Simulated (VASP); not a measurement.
# Bi (R-3m) in VASP: notebook

The runs below take Bi through single point, with PBEsol.

Program: VASP 6.6.1. These are calculated values, not measurements. Logs are shortened: lines on timing, memory, paths and dates and some standing lists are left out, and cuts for length are marked.

**1. The cell of the first run**

Symmetry: R-3m, No. 166, trigonal system. Conventional cell: a = 4.552 Å, b = 4.552 Å, c = 11.832 Å, α = 90.00°, β = 90.00°, γ = 120.00°. Bi (site symmetry 3m) has 6 Bi at 3.09 to 3.51 Å within 4.1 Å.

**2. Single point, PBEsol**

INCAR reads:

```
ALGO = Fast
EDIFF = 1E-7
ENCUT = 520
GGA = PS
ISIF = 2
ISMEAR = 0
LASPH = True
LCHARG = True
LELF = True
LREAL = False
LVHAR = True
LWAVE = False
NBANDS = 22
NELM = 100
PREC = Accurate
SIGMA = 0.05
```

KPOINTS reads:

```
k-points
0
Gamma
  10 10 10
```

POSCAR reads:

```
Bi
1.0
    2.2759373604      1.3140130477      3.9441321989
   -2.2759373604      1.3140130477      3.9441321989
    0.0000000000     -2.6280260953      3.9441321989
Bi
2
Direct
    0.2351433769      0.2351433769      0.2351433769
    0.7648566231      0.7648566231      0.7648566231
```

Potentials or basis: VASP PAW PBE potentials, release 64 (Bi_d).

Command:

```
> cat potpaw_PBE.64/Bi_d/POTCAR > POTCAR
> mpirun -np 1 vasp_std > vasp.out
```

OUTCAR:

```text
EDIFF = 1E-7
   ENCUT = 520
   GGA = PS
   ISIF = 2
   ISMEAR = 0
   LASPH = True
   LREAL = False
   NELM = 100
   PREC = Accurate

 ion  position               nearest neighbor table
   1  0.235  0.235  0.235-   2 3.09   2 3.09   2 3.09   2 3.51   2 3.51   2 3.51
   2  0.765  0.765  0.765-   1 3.09   1 3.09   1 3.09   1 3.51   1 3.51   1 3.51

  LATTYP: Found a trigonal (rhomboedric) cell.
 ALAT       =     4.7394830900
 COS(alpha) =     0.5388006894

  Lattice vectors:

 A1 = (   2.2759373604,   1.3140130477,   3.9441321989)
 A2 = (  -2.2759373604,   1.3140130477,   3.9441321989)
 A3 = (   0.0000000000,  -2.6280260953,   3.9441321989)

Analysis of symmetry for initial positions (statically):
=====================================================================
 Subroutine PRICEL returns:
 Original cell was already a primitive cell.

 Routine SETGRP: Setting up the symmetry group for a
 trigonal (rhombohedral) supercell.

 Subroutine GETGRP returns: Found 12 space group operations
 (whereof 12 operations were pure point group operations)
 out of a pool of 12 trial point group operations.

The static configuration has the point symmetry D_3d.

Analysis of symmetry for dynamics (positions and initial velocities):
=====================================================================
 Subroutine PRICEL returns:
 Original cell was already a primitive cell.

 Routine SETGRP: Setting up the symmetry group for a
 trigonal (rhombohedral) supercell.

 Subroutine GETGRP returns: Found 12 space group operations
 (whereof 12 operations were pure point group operations)
 out of a pool of 12 trial point group operations.

The dynamic configuration has the point symmetry D_3d.

 Subroutine INISYM returns: Found 12 space group operations
 (whereof 12 operations are pure point group operations),
 and found     1 'primitive' translations

----------------------------------------------------------------------------------------

                                     Primitive cell

  volume of cell :      70.7722

  direct lattice vectors                    reciprocal lattice vectors
     2.275937360  1.314013048  3.944132199     0.219689702  0.126837908  0.084513732
    -2.275937360  1.314013048  3.944132199    -0.219689702  0.126837908  0.084513732
     0.000000000 -2.628026095  3.944132199     0.000000000 -0.253675817  0.084513732

  length of vectors
     4.739483090  4.739483090  4.739483090     0.267383603  0.267383603  0.267383603

  position of ions in fractional coordinates (direct lattice)
     0.235143377  0.235143377  0.235143377
     0.764856623  0.764856623  0.764856623

  ion indices of the primitive-cell ions
   primitive index   ion index
                 1           1
                 2           2

----------------------------------------------------------------------------------------

 KPOINTS: k-points

Automatic generation of k-mesh.
 Grid dimensions read from file:
 generate k-points for:   10   10   10

 Generating k-lattice:

  Cartesian coordinates                     Fractional coordinates (reciprocal lattice)
     0.021968970  0.012683791  0.008451373     0.100000000  0.000000000  0.000000000
    -0.021968970  0.012683791  0.008451373     0.000000000  0.100000000  0.000000000
     0.000000000 -0.025367582  0.008451373    -0.000000000 -0.000000000  0.100000000

  Length of vectors
     0.026738360  0.026738360  0.026738360

  Shift w.r.t. Gamma in fractional coordinates (k-lattice)
     0.000000000  0.000000000  0.000000000

 Subroutine IBZKPT returns following result:
 ===========================================

 Found    116 irreducible k-points:

 Following reciprocal coordinates:
            Coordinates               Weight
  0.000000  0.000000  0.000000      1.000000
  0.100000  0.000000 -0.000000      6.000000
  0.200000  0.000000 -0.000000      6.000000
  0.300000  0.000000 -0.000000      6.000000
  0.400000  0.000000  0.000000      6.000000
  0.500000  0.000000  0.000000      3.000000
[... 16 lines left out ...]
  0.300000  0.300000  0.000000      6.000000
  0.400000  0.300000 -0.000000     12.000000
 [... further k-points ...]
   k-points           NKPTS =    116   k-points in BZ     NKDIM =    116   number of bands    NBANDS=     22
   number of dos      NEDOS =    301   number of ions     NIONS =      2
   total plane-waves  NPLWV =  46656
   dimension x,y,z NGX =    36 NGY =   36 NGZ =   36
   dimension x,y,z NGXF=    72 NGYF=   72 NGZF=   72
   ions per type =               2
   NGX,Y,Z   is equivalent  to a cutoff of  12.63, 12.63, 12.63 a.u.
   NGXF,Y,Z  is equivalent  to a cutoff of  25.26, 25.26, 25.26 a.u.
 SYSTEM =  unknown system
   PREC   = accura    normal or accurate (medium, high low for compatibility)
   ISTART =      0    job   : 0-new  1-cont  2-samecut
   ICHARG =      2    charge: 1-file 2-atom 10-const
   ISPIN  =      1    spin polarized calculation?
   LNONCOLLINEAR =      F non collinear calculations
   LSORBIT =      F    spin-orbit coupling
   LASPH  =      T    aspherical Exc in radial PAW
   ENCUT  =  520.0 eV  38.22 Ry    6.18 a.u.   8.81  8.81  8.81*2*pi/ulx,y,z
   NELM   =    100;   NELMIN=  2; NELMDL= -5     # of ELM steps
   EDIFF  = 0.1E-06   stopping-criterion for ELM
   LREAL  =      F    real-space projection
   EDIFFG = 0.1E-05   stopping-criterion for IOM
   NSW    =      0    number of steps for IOM
   IBRION =     -1    ionic relax: 0-MD 1-quasi-New 2-CG
   NFREE  =      0    steps in history (QN), initial steepest desc. (CG)
   ISIF   =      2    stress and relaxation
   ISYM   =      2    0-nonsym 1-usesym 2-fastsym
   POTIM  = 0.5000    time-step for ionic-motion
   TEBEG  =    0.0;   TEEND  =   0.0 temperature during run
   PSTRESS=    0.0 pullay stress
   NELECT =      30.0000    total number of electrons
   NUPDOWN=      -1.0000    fix difference up-down
   EMIN   =  10.00;   EMAX   =-10.00  energy-range for DOS
   EFERMI =   0.00;   METHOD = LEGACY
   ISMEAR =     0;   SIGMA  =   0.05  broadening in eV -4-tet -1-fermi 0-gaus
   EFERMI_NEDOS =   21; number of points for ismear=-14 and -15
   IALGO  =     68    algorithm
   IMIX   =      4    mixing-type and parameters
     AMIX     =   0.40;   BMIX     =  1.00
     AMIX_MAG =   1.60;   BMIX_MAG =  1.00
  volume/ion in A,a.u.               =      35.39       238.80
  Fermi-wavevector in a.u.,A,eV,Ry     =   1.229781  2.323949 20.576916  1.512361
  Thomas-Fermi vector in A             =   2.364655
   LORBIT       =      0    0 simple, 1 ext, 2 COOP (PROOUT), +10 PAW based schemes
   GGA     = PS    functional components
   LHFCALC =     F    Hartree Fock is set to
   AEXX    =    0.0000 exact exchange contribution
   IVDW    =     0    specifies the selected vdW correction
   LEPSILON=     F    determine dielectric tensor
   LRPA    =     F    only Hartree local field effects (RPA)
 non-spin polarized calculation
 RMM-DIIS sequential band-by-band and
 Gauss-broadening in eV      SIGMA  =   0.05
  energy-cutoff  :      520.00
  volume of cell :       70.77
 maximum number of plane-waves:      1943
   NGX = 17   NGY = 17   NGZ = 17

 number of electron      29.9999995 magnetization

 Free energy of the ion-electron system (eV)
  ---------------------------------------------------
  ext. energy  EPLUGINS =         0.00000000
  ---------------------------------------------------
  free energy    TOTEN  =        -8.60323977 eV

  energy without entropy =       -8.60303926  energy(sigma->0) =       -8.60313952

 E-fermi :   6.0372     XC(G=0):  -9.6777

 val. band max:        6.0355987125   @ k =  -0.4000   0.5000   0.4000
 cond. band min:       6.1295016872   @ k =   0.4000   0.1000   0.1000
 fundamental gap:      0.0939029747
 Fermi energy:         6.0371630062

 k-point     1 :       0.0000    0.0000    0.0000
  band No.  band energies     occupation
      1     -16.7412      2.00000
      2     -16.7412      2.00000
      3     -16.5930      2.00000
      4     -16.5930      2.00000
      5     -16.5806      2.00000
      6     -16.4141      2.00000
[... 14 lines left out ...]
     21      11.8305      0.00000
     22      12.1009      0.00000

 k-point     2 :       0.1000    0.0000   -0.0000
  band No.  band energies     occupation
      1     -16.7338      2.00000
      2     -16.7320      2.00000
      3     -16.5897      2.00000
      4     -16.5876      2.00000
      5     -16.5759      2.00000
      6     -16.4185      2.00000
[... 14 lines left out ...]
     21      11.9361      0.00000
     22      12.9158      0.00000

 k-point     3 :       0.2000    0.0000   -0.0000
  band No.  band energies     occupation
      1     -16.7127      2.00000
      2     -16.7052      2.00000
      3     -16.5813      2.00000
      4     -16.5722      2.00000
      5     -16.5613      2.00000
      6     -16.4327      2.00000
[... 14 lines left out ...]
     21      12.3933      0.00000
     22      14.5062      0.00000

 k-point     4 :       0.3000    0.0000   -0.0000
  band No.  band energies     occupation
      1     -16.6826      2.00000
      2     -16.6637      2.00000
      3     -16.5704      2.00000
      4     -16.5492      2.00000
      5     -16.5381      2.00000
      6     -16.4578      2.00000
[... 14 lines left out ...]
     21      13.2325      0.00000
     22      16.1080      0.00000

 k-point     5 :       0.4000    0.0000    0.0000
  band No.  band energies     occupation
      1     -16.6525      2.00000
      2     -16.6132      2.00000
      3     -16.5606      2.00000
      4     -16.5224      2.00000
      5     -16.5155      2.00000
      6     -16.4863      2.00000
[... 14 lines left out ...]
     21      14.3738      0.00000
     22      15.6862      0.00000

 k-point     6 :       0.5000    0.0000    0.0000
  band No.  band energies     occupation
      1     -16.6387      2.00000
      2     -16.5746      2.00000
      3     -16.5553      2.00000
      4     -16.5366      2.00000
      5     -16.5015      2.00000
      6     -16.4878      2.00000
[... 14 lines left out ...]
     21      15.1423      0.00000
     22      15.4281      0.00000

 k-point     7 :       0.1000    0.1000   -0.0000
  band No.  band energies     occupation
      1     -16.7400      2.00000
      2     -16.7215      2.00000
      3     -16.5923      2.00000
      4     -16.5845      2.00000
      5     -16.5737      2.00000
      6     -16.4203      2.00000
[... 324 lines left out ...]
      6     -16.4961      2.00000
[... 14 lines left out ...]
     21      13.9228      0.00000
     22      16.2784      0.00000

 k-point    21 :      -0.3000    0.2000    0.0000
  band No.  band energies     occupation
      1     -16.6861      2.00000
      2     -16.5736      2.00000
      3     -16.5568      2.00000
      4     -16.5386      2.00000
      5     -16.5224      2.00000
      6     -16.4805      2.00000
[... 14 lines left out ...]
     21      14.5117      0.00000
     22      15.3624      0.00000

 k-point    22 :      -0.2000    0.2000    0.0000
  band No.  band energies     occupation
      1     -16.7037      2.00000
      2     -16.6218      2.00000
      3     -16.5676      2.00000
      4     -16.5575      2.00000
      5     -16.5103      2.00000
      6     -16.4864      2.00000
[... 14 lines left out ...]
     21      14.1748      0.00000
     22      15.0980      0.00000

 k-point    23 :       0.3000    0.3000    0.0000
  band No.  band energies     occupation
      1     -16.7325      2.00000
      2     -16.6141      2.00000
      3     -16.5981      2.00000
      4     -16.5334      2.00000
      5     -16.5278      2.00000
      6     -16.4650      2.00000
[... 14 lines left out ...]
     21      14.4575      0.00000
     22      14.5773      0.00000

 k-point    24 :       0.4000    0.3000   -0.0000
  band No.  band energies     occupation
      1     -16.7235      2.00000
      2     -16.5956      2.00000
      3     -16.5934      2.00000
      4     -16.5275      2.00000
      5     -16.5116      2.00000
      6     -16.4771      2.00000
[... 14 lines left out ...]
     21      15.2873      0.00000
     22      15.4053      0.00000

 [... further k-points ...]
[... 5 lines left out ...]
  --------------------------------------------------------------------------------------
  -------------------------------------------------------------------------------------
  Total       -0.4578314     -0.4578314     -0.4531703      0.0000000     -0.0000000      0.0000000
  in kB      -10.3646215    -10.3646215    -10.2591010      0.0000000     -0.0000000      0.0000000
  external PRESSURE =     -10.3294480 kB  Pullay stress =       0.0000000 kB

 VOLUME and BASIS-vectors are now :
 -----------------------------------------------------------------------------
  energy-cutoff  :      520.00
  volume of cell :       70.77
      direct lattice vectors                 reciprocal lattice vectors
     2.275937360  1.314013048  3.944132199     0.219689702  0.126837908  0.084513732
    -2.275937360  1.314013048  3.944132199    -0.219689702  0.126837908  0.084513732
     0.000000000 -2.628026095  3.944132199     0.000000000 -0.253675817  0.084513732

 POSITION                                       TOTAL-FORCE (eV/Angst)
 -----------------------------------------------------------------------------------
      0.00000      0.00000      2.78231         0.000000      0.000000      0.002998
      0.00000      0.00000      9.05009         0.000000     -0.000000     -0.002998
 -----------------------------------------------------------------------------------
    total drift:                               -0.000000      0.000000     -0.000000

  FREE ENERGIE OF THE ION-ELECTRON SYSTEM (eV)
  ---------------------------------------------------
  free  energy   TOTEN  =        -8.6032397688 eV

  energy  without entropy=       -8.6030392631  energy(sigma->0) =       -8.60313952
```

Wall time 4.3 min (1 thread of Intel Xeon Platinum 8259CL at 2.50GHz (Skylake/Cascade Lake), shared host); peak memory 0.3 GiB.

What came out:

```
Free energy            : -8.6032 eV
Pressure               : -1.0 GPa
Band gap on the k mesh : zero (band 15 reaches 6.04 eV, above the bottom of band 16 at 5.82 eV)
```

Forces in eV/Å, atoms in the order of the input:
```
Bi   0.000  0.000  0.003
Bi   0.000  0.000 -0.003
```

Caveat: the PAW data sets were made with another functional, which shifts forces and pressure a little; spin-orbit coupling is left out, which moves the levels of the heavy elements.

**3. Single point, PBEsol, non-collinear spin, zero start, spin-orbit coupling (volume scaled by 1.05)**

INCAR reads:

```
SYSTEM = Bi
PREC = Accurate
ENCUT = 520
EDIFF = 1E-6
ISMEAR = 0
SIGMA = 0.05
LREAL = .False.
LASPH = .True.
NELM = 150
ALGO = Fast
ISIF = 2
LWAVE = .False.
LCHARG = .True.
MAGMOM = 0 0 0 0 0 0
LORBIT = 11
LSORBIT = .True.
GGA_COMPAT = .False.
LORBMOM = .True.
GGA = PS
LVHAR = .True.
NBANDS = 42
```

KPOINTS reads:

```
Automatic mesh
0
Gamma
  6 6 6
  0 0 0
```

POSCAR reads:

```
Bi
1.0
    2.3132544414      1.3355580745      4.0088015978
   -2.3132544414      1.3355580745      4.0088015978
    0.0000000000     -2.6711161489      4.0088015978
Bi
2
Direct
    0.2351433769      0.2351433769      0.2351433769
    0.7648566231      0.7648566231      0.7648566231
```

Potentials or basis: VASP PAW PBE potentials, release 64 (Bi_d).

Command:

```
> cat potpaw_PBE.64/Bi_d/POTCAR > POTCAR
> mpirun -np 1 vasp_ncl > vasp.out
```

Wall time 5.2 min (1 thread of Intel Xeon 6975P-C, shared host); peak memory 0.44 GiB.

It converged, with:

```yaml
Free_energy: -10.2001 eV
Pressure: -2.0 GPa
Largest_force: 0.270 eV/Å
Net_moment: 0.00 μB per cell
Valence_electrons_inside_the_program's_atomic_spheres: Bi 12.76
```

Forces in eV/Å, atoms in the order of the input:
```
Bi   0.000  0.000 -0.270
Bi   0.000  0.000  0.270
```

Stress tensor (GPa, compression positive):
```
-2.07  0.00  0.00
 0.00 -2.07  0.00
 0.00  0.00 -1.95
```

Moments on the atoms (μB; x, y, z):
```
Bi  0.00 0.00 0.00
Bi  0.00 0.00 0.00
```

Caveat: the PAW data sets were made with another functional, which shifts forces and pressure a little.
